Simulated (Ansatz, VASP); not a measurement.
## MoOs: VASP beside Ansatz

INCAR

```
SYSTEM = MoOs
PREC = Accurate ; ENCUT = 520
EDIFF = 1E-7 ; ISMEAR = 0
SIGMA = 0.15 ; LREAL = .FALSE.
LASPH = .TRUE. ; NELM = 100
ALGO = Fast ; ISIF = 2
LWAVE = .FALSE. ; LCHARG = .FALSE.
NBANDS = 18
```

File KPOINTS:

```
regular mesh
0
G
  21 21 12
  0 0 0
```

File POSCAR:

```
MoOs
1.0
    2.9366082133      0.0000000000      0.0000000000
   -1.4683041067      2.5431773137      0.0000000000
    0.0000000000      0.0000000000      4.0442575815
Mo Os
1 1
Direct
    0.6666666667      0.3333333333      0.5000000000
    0.3333333333      0.6666666667      0.0000000000
```

Input for Ansatz:

```yaml
crystal:
  lattice:
    - [2.9366082133, 0.0, 0.0]
    - [-1.4683041067, 2.5431773137, 0.0]
    - [0.0, 0.0, 4.0442575815]
  atoms:
    - { symbol: Mo, position: [0.6666666667, 0.3333333333, 0.5] }
    - { symbol: Os, position: [0.3333333333, 0.6666666667, 0.0] }
basis:
  ecutwfc: 420
kpoints:
  mp_grid: { grid: [21, 21, 12] }
hamiltonian:
  xc: lda
scf:
  occupations: { method: gaussian, width: 0.15 }
output:
  forces: true
  stress: true
  eigenvalues: true
```

Alike in both runs: task single point; functional LDA; k mesh 21 × 21 × 12; occupations gaussian, width 0.15 eV; no spin polarisation.

|  | VASP | Ansatz |
| --- | --- | --- |
| version | VASP 6.6.1 | Ansatz 0.2.0 |
| potentials or method | VASP PAW LDA potentials, release 64 (Mo_sv, Os), cutoff 520 eV | scalar-relativistic, plane waves, PAW |
| valence electrons in the cell | 22 | 30 |

|  | VASP | Ansatz | Ansatz less VASP |
| --- | --- | --- | --- |
| gap on the k mesh at the Fermi level (eV) | none | none | - |
| pressure (GPa) | -7.6 | -8.7 | -1.16 |
| traceless stress, the component that is largest in VASP (GPa) | 24.60 | 24.59 | -0.010 |

LDA's correlation is that of Perdew and Zunger in VASP and of Perdew and Wang (1992) in Ansatz. A gap of «none» marks a metal or a gap that the smearing closes. VASP's potentials hold 22 valence electrons a cell and Ansatz's 30, so a difference there can come from the potentials and not from the codes.

Neither program's run includes spin-orbit coupling.
